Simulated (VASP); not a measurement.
# Sb (Pm-3m) in VASP: a series of runs, part 2 of 2

VASP 6.6.1.

### Step 4. Relaxation of cell and atoms, r2SCAN

This run uses another cell than the first one, of 29.31 Å³/atom, 0.995 times its volume.

Contents of POSCAR:

```
Sb
1.0
    3.0833436100      0.0000000000      0.0000000000
    0.0000000000      3.0833436100      0.0000000000
    0.0000000000      0.0000000000      3.0833436100
Sb
1
Direct
    0.0000000000      0.0000000000      0.0000000000
```

Contents of INCAR.step1:

```
PREC = Accurate
ENCUT = 600
ISMEAR = 0
SIGMA = 0.1
LREAL = False
LASPH = True
NELM = 80
GGA = PE
ALGO = Normal
EDIFF = 1E-4
LWAVE = True
LCHARG = False
```

Contents of INCAR.step2:

```
PREC = Accurate
ENCUT = 600
EDIFF = 1E-6
ISMEAR = 0
SIGMA = 0.1
LREAL = False
LASPH = True
NELM = 80
ALGO = Normal
ISIF = 3
LWAVE = False
LCHARG = False
METAGGA = R2SCAN
LMIXTAU = True
IBRION = 2
NSW = 100
EDIFFG = -0.002
ISTART = 1
```

Contents of KPOINTS:

```
Automatic mesh
0
Gamma
  18 18 18
```

Potentials or basis: VASP PAW PBE potentials, release 64 (Sb).

The run is started by

```bash
cat potpaw_PBE.64/Sb/POTCAR > POTCAR
cp INCAR.step1 INCAR
mpirun -np 1 vasp_std > vasp.out
cp INCAR.step2 INCAR
mpirun -np 1 vasp_std > vasp.out
```

OUTCAR:

```text
PREC = Accurate
   ENCUT = 600
   EDIFF = 1E-6
   ISMEAR = 0
   LREAL = False
   LASPH = True
   NELM = 80
   ISIF = 3
   METAGGA = R2SCAN
   IBRION = 2
   NSW = 100
   EDIFFG = -0.002
   ISTART = 1

 ion  position               nearest neighbor table
   1  0.000  0.000  0.000-

  LATTYP: Found a simple cubic cell.
 ALAT       =     3.0833436100

  Lattice vectors:

 A1 = (   3.0833436100,   0.0000000000,   0.0000000000)
 A2 = (   0.0000000000,   3.0833436100,   0.0000000000)
 A3 = (   0.0000000000,   0.0000000000,   3.0833436100)

Analysis of symmetry for initial positions (statically):
=====================================================================
 Subroutine PRICEL returns:
 Original cell was already a primitive cell.
[... 249 lines left out ...]

 E-fermi :   7.2646     XC(G=0): -10.1683

 val. band max:        7.2575254440   @ k =   0.3889   0.3889   0.3333
 cond. band min:       7.2683309805   @ k =   0.4444   0.2778   0.2222
 fundamental gap:      0.0108055364
 Fermi energy:         7.2645679822

 k-point     1 :       0.0000    0.0000    0.0000
  band No.  band energies     occupation
      1      -5.8530      2.00000
      2      10.7052      0.00000
      3      10.7052      0.00000
      4      10.7052      0.00000
      5      14.4869      0.00000
      6      14.4869      0.00000
[... 199 lines left out ...]
 k-point    24 :       0.3333    0.1111    0.0000
  band No.  band energies     occupation
      1      -4.0522      2.00000
      2       3.4450      2.00000
      3      10.2249      0.00000
      4      12.3595      0.00000
      5      16.4432      0.00000
      6      17.4676      0.00000

 [... further k-points ...]

------------------------ aborting loop because EDIFF is reached ----------------------------------------

  FORCE on cell =-STRESS in cart. coord.  units (eV):
  Direction    XX          YY          ZZ          XY          YZ          ZX
  --------------------------------------------------------------------------------------
  -------------------------------------------------------------------------------------
  Total        0.0012236      0.0012236      0.0012236      0.0000000     -0.0000000      0.0000000
  in kB        0.0665970      0.0665970      0.0665970      0.0000000     -0.0000000      0.0000000
  external PRESSURE =       0.0665970 kB  Pullay stress =       0.0000000 kB
[... 16 lines left out ...]
  FREE ENERGIE OF THE ION-ELECTRON SYSTEM (eV)
  ---------------------------------------------------
  free  energy   TOTEN  =       -25.6417639356 eV

  energy  without entropy=      -25.6390605713  energy(sigma->0) =      -25.64041225

 reached required accuracy - stopping structural energy minimisation
```

OSZICAR.step1:

```text
N       E                     dE             d eps       ncg     rms          rms(c)
DAV:   1     0.994982139675E+01    0.99498E+01   -0.18215E+03  2640   0.623E+02
DAV:   2    -0.383484948120E+01   -0.13785E+02   -0.13137E+02  3804   0.776E+01
DAV:   3    -0.408505882942E+01   -0.25021E+00   -0.24852E+00  3150   0.116E+01
DAV:   4    -0.408628780512E+01   -0.12290E-02   -0.12289E-02  3756   0.102E+00
DAV:   5    -0.408629151131E+01   -0.37062E-05   -0.37056E-05  3396   0.417E-02    0.200E+00
DAV:   6    -0.408878861973E+01   -0.24971E-02   -0.64030E-04  3432   0.247E-01    0.119E+00
DAV:   7    -0.409052441092E+01   -0.17358E-02   -0.16466E-03  3180   0.386E-01    0.762E-02
DAV:   8    -0.409057744230E+01   -0.53031E-04   -0.61387E-05  3336   0.727E-02
   1 F= -.40905774E+01 E0= -.40893311E+01  d E =-.249261E-02
```

Wall time 3.3 min (1 thread of Intel Xeon Platinum 8488C (Sapphire Rapids), shared host); peak memory 0.21 GiB.

Results:

```
Free energy                            : -25.6418 eV
Relaxed volume                         : 29.44 Å³/atom
Relaxed cell                           : a = 3.088 Å, b = 3.088 Å, c = 3.088 Å, α = 90.00°, β = 90.00°, γ = 90.00°
Space group after relaxing (to 0.05 Å) : Pm-3m (No. 221)
Energy gained by relaxing              : 0.1 meV/atom
Ionic steps                            : 3
Pressure after relaxing                : 0.0 GPa
```

Final structure:
```
CELL_PARAMETERS angstrom
3.08768 0.00000 0.00000
0.00000 3.08768 0.00000
0.00000 0.00000 3.08768
ATOMIC_POSITIONS crystal
Sb 0.00000 0.00000 0.00000
```

Levels at points of the mesh, in eV from the Fermi level:
```csv
k point,band 1,band 2,band 3,band 4,band 5,band 6
"(0.00, 0.00, 0.00)",-13.12,3.44,3.44,3.44,7.22,7.22
"(0.50, 0.00, 0.00)",-10.50,-6.00,5.62,5.62,9.34,11.34
"(0.50, 0.50, 0.00)",-7.66,-3.88,-3.88,2.39,7.88,13.58
"(0.50, 0.50, 0.50)",-4.41,-1.87,-1.87,-1.87,5.12,5.12
```

Caveat: the PAW data sets were made with another functional, which shifts forces and pressure a little; spin-orbit coupling is left out, which moves the levels of the heavy elements.

### Step 5. Relaxation of cell and atoms, r2SCAN

Contents of POSCAR:

```
Sb
1.0
    3.0881924932      0.0000000000      0.0000000000
    0.0000000000      3.0881924932      0.0000000000
    0.0000000000      0.0000000000      3.0881924932
Sb
1
Direct
    0.0000000000      0.0000000000      0.0000000000
```

Contents of INCAR.step1:

```
SYSTEM = Sb
PREC = Accurate
ENCUT = 600
ISMEAR = -1
SIGMA = 0.15
LREAL = .FALSE.
LASPH = .TRUE.
NELM = 80
GGA = PE
ALGO = Normal
EDIFF = 1E-4
LWAVE = .TRUE.
LCHARG = .FALSE.
```

Contents of INCAR.step2:

```
SYSTEM = Sb
PREC = Accurate
ENCUT = 600
EDIFF = 1E-6
ISMEAR = -1
SIGMA = 0.15
LREAL = .FALSE.
LASPH = .TRUE.
NELM = 80
ALGO = Normal
ISIF = 3
LWAVE = .FALSE.
LCHARG = .FALSE.
METAGGA = R2SCAN
LMIXTAU = .TRUE.
IBRION = 2
NSW = 80
EDIFFG = -0.001
ISTART = 1
```

Contents of KPOINTS:

```
Automatic mesh
0
G
  18 18 18
  0 0 0
```

The run is started by

```bash
cat potpaw_PBE.64/Sb/POTCAR > POTCAR
cp INCAR.step1 INCAR
mpirun -np 1 vasp_std > vasp.out
cp INCAR.step2 INCAR
mpirun -np 1 vasp_std > vasp.out
```

Run time: 13 min. Hardware: 1 thread of Intel Xeon Platinum 8488C (Sapphire Rapids), shared host; peak memory 0.21 GiB.

It converged, with:

| Quantity | Value |
| --- | --- |
| Free energy | -25.6586 eV |
| Relaxed volume | 29.47 Å³/atom |
| Relaxed cell | a = 3.089 Å, b = 3.089 Å, c = 3.089 Å, α = 90.00°, β = 90.00°, γ = 90.00° |
| Space group after relaxing (to 0.05 Å) | Pm-3m (No. 221) |
| Energy gained by relaxing | 0.0 meV/atom |
| Ionic steps | 26 |
| Pressure after relaxing | 0.0 GPa |

Final structure:
```cif
data_structure
_symmetry_space_group_name_H-M 'P 1'
_symmetry_Int_Tables_number 1
_cell_length_a 3.0889
_cell_length_b 3.0889
_cell_length_c 3.0889
_cell_angle_alpha 90.000
_cell_angle_beta 90.000
_cell_angle_gamma 90.000
_cell_volume 29.47
loop_
_atom_site_label
_atom_site_type_symbol
_atom_site_fract_x
_atom_site_fract_y
_atom_site_fract_z
_atom_site_occupancy
Sb1 Sb 0.00000 0.00000 0.00000 1
```

Levels at points of the mesh, in eV from the Fermi level:
```
           k point  band 1  band 2  band 3  band 4  band 5  band 6
(0.00, 0.00, 0.00)  -13.09    3.46    3.46    3.46    7.24    7.24
(0.50, 0.00, 0.00)  -10.47   -5.97    5.63    5.63    9.35   11.36
(0.50, 0.50, 0.00)   -7.64   -3.86   -3.86    2.42    7.89   13.59
(0.50, 0.50, 0.50)   -4.39   -1.85   -1.85   -1.85    5.14    5.14
```

Caveat: the PAW data sets were made with another functional, which shifts forces and pressure a little; spin-orbit coupling is left out, which moves the levels of the heavy elements.

### Step 6. Summary

| task | cell | cutoff (eV) | smearing | gap on the mesh (eV) | pressure (GPa) | relaxed volume (Å³/atom) |
| --- | --- | --- | --- | --- | --- | --- |
| single point | a = 3.088 Å, 1 atom | 520 | gaussian 0.1 eV | none | 0.0 | - |
| single point | a = 3.089 Å, 1 atom | 520 | fermi-dirac 0.15 eV | none | 0.0 | - |
| relaxation of cell and atoms | relaxed from a = 3.083 Å, 1 atom | 600 | gaussian 0.1 eV | none | 0.0 | 29.44 |
| relaxation of cell and atoms | relaxed from a = 3.088 Å, 1 atom | 600 | fermi-dirac 0.15 eV | none | 0.0 | 29.47 |

Alike in all rows: level r2SCAN; potentials or basis VASP PAW PBE potentials, release 64 (Sb); no spin polarisation; k mesh 18 × 18 × 18.

Caveats: the PAW data sets were made with another functional, which shifts forces and pressure a little; spin-orbit coupling is left out, which moves the levels of the heavy elements.

Absolute energies hang on the potentials; compare differences alone.
